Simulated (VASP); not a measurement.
# Sb (I4/mmm) in VASP: further runs, part 2 of 2

VASP 6.6.1. The steps go on from the part before.

**4. Single point, PBEsol (volume scaled by 0.96)**

INCAR

```
SYSTEM = Sb
PREC     = Accurate       ! precision mode
ENCUT    = 520            ! plane-wave cutoff, eV
EDIFF    = 1E-6           ! SCF threshold, eV
ISMEAR   = -1             ! smearing method
SIGMA    = 0.05           ! smearing width, eV
LREAL    = .False.        ! projectors in reciprocal space
LASPH    = .True.         ! aspherical terms in the spheres
NELM     = 60             ! most SCF steps
ALGO     = Normal         ! electronic algorithm
ISIF     = 2              ! what is computed and relaxed
LWAVE    = .False.        ! write WAVECAR
LCHARG   = .False.        ! write CHGCAR
GGA      = PS             ! functional
NBANDS   = 8              ! bands
```

KPOINTS

```
Automatic mesh
0
Gamma
  19 19 19
  0 0 0
```

POSCAR

```
Sb
1.0
   -1.4846596688      1.4846596688      2.4464823777
    1.4846596688     -1.4846596688      2.4464823777
    1.4846596688      1.4846596688     -2.4464823777
Sb
1
Direct
    0.0000000000      0.0000000000      0.0000000000
```

Potentials or basis: VASP PAW PBE potentials, release 64 (Sb).

Started as:

```sh
$ cat potpaw_PBE.64/Sb/POTCAR > POTCAR
$ mpirun -np 1 vasp_std > vasp.out
```

OUTCAR:

```text
SYSTEM = Sb
   PREC = Accurate
   ENCUT = 520
   EDIFF = 1E-6
   ISMEAR = -1
   LREAL = .False.
   LASPH = .True.
   NELM = 60
   ISIF = 2
   GGA = PS

 ion  position               nearest neighbor table
   1  0.000  0.000  0.000-

  LATTYP: Found a body centered tetragonal cell.
 ALAT       =     2.9693193376
 C/A-ratio  =     1.6478405315

  Lattice vectors:

 A1 = (  -1.4846596688,   1.4846596688,   2.4464823777)
 A2 = (   1.4846596688,  -1.4846596688,   2.4464823777)
 A3 = (   1.4846596688,   1.4846596688,  -2.4464823777)

Analysis of symmetry for initial positions (statically):
=====================================================================
 Subroutine PRICEL returns:
 Original cell was already a primitive cell.

 Routine SETGRP: Setting up the symmetry group for a
 body centered tetragonal supercell.

 Subroutine GETGRP returns: Found 16 space group operations
 (whereof 16 operations were pure point group operations)
 out of a pool of 16 trial point group operations.

The static configuration has the point symmetry D_4h.

Analysis of symmetry for dynamics (positions and initial velocities):
=====================================================================
 Subroutine PRICEL returns:
 Original cell was already a primitive cell.

 Routine SETGRP: Setting up the symmetry group for a
 body centered tetragonal supercell.

 Subroutine GETGRP returns: Found 16 space group operations
 (whereof 16 operations were pure point group operations)
 out of a pool of 16 trial point group operations.

The dynamic configuration has the point symmetry D_4h.

 Subroutine INISYM returns: Found 16 space group operations
 (whereof 16 operations are pure point group operations),
 and found     1 'primitive' translations

----------------------------------------------------------------------------------------

                                     Primitive cell

[... 108 lines left out ...]
     AMIX_MAG =   1.60;   BMIX_MAG =  1.00
  volume/ion in A,a.u.               =      21.57       145.56
  Fermi-wavevector in a.u.,A,eV,Ry     =   1.005648  1.900400 13.759964  1.011329
  Thomas-Fermi vector in A             =   2.138341
   LORBIT       =      0    0 simple, 1 ext, 2 COOP (PROOUT), +10 PAW based schemes
   GGA     = PS    functional components
   LHFCALC =     F    Hartree Fock is set to
   AEXX    =    0.0000 exact exchange contribution
   IVDW    =     0    specifies the selected vdW correction
   LEPSILON=     F    determine dielectric tensor
   LRPA    =     F    only Hartree local field effects (RPA)
 non-spin polarized calculation
  energy-cutoff  :      520.00
  volume of cell :       21.57
 maximum number of plane-waves:       605
   NGX = 11   NGY = 11   NGZ = 11

 number of electron       5.0000000 magnetization

 Free energy of the ion-electron system (eV)
  ---------------------------------------------------
  ext. energy  EPLUGINS =         0.00000000
  ---------------------------------------------------
  free energy    TOTEN  =        -4.05221159 eV

  energy without entropy =       -4.04806521  energy(sigma->0) =       -4.05013840

 E-fermi :  11.6280     XC(G=0): -11.3148

 val. band max:       11.6241330901   @ k =  -0.3684  -0.3684   0.0526
 cond. band min:      11.6364750921   @ k =   0.3684   0.2105   0.1579
 fundamental gap:      0.0123420020
 Fermi energy:        11.6280473541

 k-point     1 :       0.0000    0.0000    0.0000
  band No.  band energies     occupation
      1      -3.3453      2.00000
      2      18.4700      0.00000
      3      18.6851      0.00000
      4      18.6851      0.00000
      5      21.9158      0.00000
      6      22.0165      0.00000
      7      22.9187      0.00000
      8      22.9187      0.00000
[... 243 lines left out ...]
 k-point    24 :      -0.2632    0.0526    0.0000
  band No.  band energies     occupation
      1      -1.7678      2.00000
      2      10.9594      2.00000
      3      15.6343      0.00000
      4      17.9684      0.00000
      5      20.1122      0.00000
      6      22.0619      0.00000
      7      23.6965      0.00000
      8      24.3517      0.00000

 [... further k-points ...]

------------------------ aborting loop because EDIFF is reached ----------------------------------------

  FORCE on cell =-STRESS in cart. coord.  units (eV):
  Direction    XX          YY          ZZ          XY          YZ          ZX
  --------------------------------------------------------------------------------------
  -------------------------------------------------------------------------------------
  Total        2.9935196      2.9935196      2.5871251      0.0000000      0.0000000      0.0000000
  in kB      222.3498178    222.3498178    192.1640343      0.0000000      0.0000000      0.0000000
  external PRESSURE =     212.2878900 kB  Pullay stress =       0.0000000 kB

 VOLUME and BASIS-vectors are now :
 -----------------------------------------------------------------------------
  energy-cutoff  :      520.00
  volume of cell :       21.57
      direct lattice vectors                 reciprocal lattice vectors
    -1.484659669  1.484659669  2.446482378     0.000000000  0.336777519  0.204375067
     1.484659669 -1.484659669  2.446482378     0.336777519  0.000000000  0.204375067
     1.484659669  1.484659669 -2.446482378     0.336777519  0.336777519  0.000000000

 POSITION                                       TOTAL-FORCE (eV/Angst)
 -----------------------------------------------------------------------------------
      0.00000      0.00000      0.00000         0.000000     -0.000000      0.000000
 -----------------------------------------------------------------------------------
    total drift:                                0.000000      0.000000      0.000000

  FREE ENERGIE OF THE ION-ELECTRON SYSTEM (eV)
  ---------------------------------------------------
  free  energy   TOTEN  =        -4.0522115893 eV

  energy  without entropy=       -4.0480652074  energy(sigma->0) =       -4.05013840
```

stdout:

```text
POSCAR found type information on POSCAR Sb
 POSCAR found :  1 types and       1 ions
 scaLAPACK will be used
 -----------------------------------------------------------------------------
|                                                                             |
|                                                                             |
|     You enforced a specific xc type in the INCAR file but a different       |
|     I HOPE YOU KNOW WHAT YOU ARE DOING!                                     |
|                                                                             |
 -----------------------------------------------------------------------------

 LDA part: xc-table for (Slater+PW92), standard interpolation
 POSCAR, INCAR and KPOINTS ok, starting setup
 FFT: planning ... GRIDC
 FFT: planning ... GRID_SOFT
 FFT: planning ... GRID
 WAVECAR not read
 entering main loop
```

Wall time 20 s (1 thread of Intel Xeon 6975P-C (Granite Rapids), shared host); peak memory 0.22 GiB.

Results:

| Item | Value |
| --- | --- |
| Free energy | -4.0522 eV |
| Pressure | 21.2 GPa |

Stress tensor (GPa, compression positive):
```
22.23  0.00  0.00
 0.00 22.23  0.00
 0.00  0.00 19.22
```

Caveat: the PAW data sets were made with another functional, which shifts forces and pressure a little; spin-orbit coupling is left out, which moves the levels of the heavy elements.

**5. Summary**

```tsv
cell	gap on the mesh (eV)	pressure (GPa)
a = 3.201 Å, angles 125.2, 125.2, 81.3°, 1 atom	none	24.7
a = 3.213 Å, angles 125.2, 125.2, 81.3°, 1 atom	none	22.9
a = 3.224 Å, angles 125.2, 125.2, 81.3°, 1 atom	none	21.2
```

Alike in all rows: task single point; level PBEsol; potentials or basis VASP PAW PBE potentials, release 64 (Sb); no spin polarisation; k mesh 19 × 19 × 19; cutoff (eV) 520; smearing fermi-dirac 0.05 eV.

Caveats: the PAW data sets were made with another functional, which shifts forces and pressure a little; spin-orbit coupling is left out, which moves the levels of the heavy elements.

Total energies depend on the potentials used, so only differences within one code and one set of settings carry meaning.
